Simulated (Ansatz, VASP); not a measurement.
## One calculation of NiO, two programs

Contents of INCAR:

```
  PREC = Accurate
  ENCUT = 700
  EDIFF = 1E-6
  ISMEAR = 0
  SIGMA = 0.05
  LREAL = False
  LASPH = True
  NELM = 200
  ALGO = Normal
  ISIF = 2
  LWAVE = False
  LCHARG = False
  ISPIN = 2
  MAGMOM = 2 -2 0 0
  LORBIT = 11
  LMAXMIX = 4
  LDAU = True
  LDAUTYPE = 2
  LDAUL = 2 -1
  LDAUU = 6.2 0
  LDAUJ = 0 0
  LDAUPRINT = 1
  GGA = PE
  NBANDS = 36
  GGA_COMPAT = False
```

File KPOINTS:

```
Automatic mesh
0
Gamma
  5 5 3
```

Contents of POSCAR:

```
NiO
1.0
    1.5090321866      0.8712401392      2.4634136995
   -1.5090321866      0.8712401392      2.4634136995
    0.0000000000     -5.2274408349      0.0000000000
Ni O
2 2
Direct
    1.0000000000      0.0000000000      0.0000000000
    1.5000000000      0.5000000000      0.5000000000
    0.7500000000      0.7500000000      0.2500000000
    1.2500000000      1.2500000000      0.7500000000
```

Input for Ansatz:

```yaml
crystal:
  lattice:
    - [1.5090321866, 0.8712401392, 2.4634136995]
    - [-1.5090321866, 0.8712401392, 2.4634136995]
    - [0.0, -5.2274408349, 0.0]
  atoms:
    - { symbol: Ni, position: [1.0, 0.0, 0.0], spin: 2.0 }
    - { symbol: O, position: [0.75, 0.75, 0.25] }
    - { symbol: Ni, position: [1.5, 0.5, 0.5], spin: -2.0 }
    - { symbol: O, position: [1.25, 1.25, 0.75] }
basis:
  ecutwfc: 420
  ecutrho_ratio: 4
kpoints:
  mp_grid: { grid: [5, 5, 3] }
hamiltonian:
  xc: pbe
  hubbard: { sites: [{ species: Ni, l: d, u_eff: 6.2 }] }
scf:
  occupations: { method: gaussian, width: 0.05 }
output:
  forces: true
  stress: true
  eigenvalues: true
  populations: true
  hubbard: { sites: [{ species: Ni, l: d }] }
magnetization:
  spin_polarized: true
```

Alike in both runs: task single point; functional PBE; k mesh 5 × 5 × 3; occupations gaussian, width 0.05 eV; collinear spin; Hubbard terms Ni d U = 6.2 eV.

```csv
,VASP,Ansatz
version,VASP 6.6.1,Ansatz 0.2.0
potentials or method,"VASP PAW PBE potentials, release 64 (Ni_sv_GW, O), cutoff 700 eV","scalar-relativistic, plane waves, PAW"
valence electrons in the cell,48,48
```

Ansatz gave:

```
gap on the k mesh at the Fermi level (eV)                     : 2.80
least direct gap on the mesh (eV)                             : 3.43
pressure (GPa)                                                : -2.1
net moment per atom (μB)                                      : 0.00
size of the moment on the site where the two differ most (μB) : 1.69
```

Question: What did VASP give for the same quantities?

Answer: gap on the k mesh at the Fermi level (eV): 2.84; least direct gap on the mesh (eV): 3.39; pressure (GPa): -4.2; net moment per atom (μB): 0.00; size of the moment on the site where the two differ most (μB): 1.75.

Site moments also hang on the region over which each program counts them. The programs project onto different local orbitals, so the same U acts differently, and such runs can settle in different states.

The k mesh is coarse, so the values compare programs but aren't converged.
